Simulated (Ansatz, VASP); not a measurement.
**One calculation of Al, two programs**

```
Al
1.0
     3.21264    3.21264    3.21264
    -3.21264   -3.21264    3.21264
     3.21264   -3.21264   -3.21264
Al
8
Cartesian
  -1.1700 -3.6806 0.0000
  1.6063 -1.6063 -1.6063
  -1.6063 -1.6063 1.6063
  0.0000 0.0000 0.0000
  1.6063 -1.6063 1.6063
  3.2126 0.0000 0.0000
  0.0000 0.0000 3.2126
  1.6063 1.6063 1.6063
```

Alike in both runs: task single point; functional PBEsol; k mesh 10 × 10 × 10; occupations gaussian, width 0.15 eV; no spin polarisation.

```csv
,VASP,Ansatz
version,VASP 6.6.1,Ansatz 0.2.0
potentials or method,"VASP PAW PBE potentials, release 64 (Al), cutoff 520 eV","scalar-relativistic, plane waves, PAW"
valence electrons in the cell,24,24
```

VASP gave:

- gap on the k mesh at the Fermi level (eV): none
- pressure (GPa): 15.7
- traceless stress, the component that is largest in VASP (GPa): 6.55
- rms of the force components (eV/Å): 3.388

Problem. Estimate Ansatz's values.

Solution. gap on the k mesh at the Fermi level (eV): none; pressure (GPa): 15.5; traceless stress, the component that is largest in VASP (GPa): 6.52; rms of the force components (eV/Å): 3.369.

VASP's potentials were made for PBE, not for PBEsol, and Ansatz warns of the same on its side. Atom by atom the forces differ by 0.019 eV/Å (rms over components). A gap of «none» marks a metal or a gap that the smearing closes.
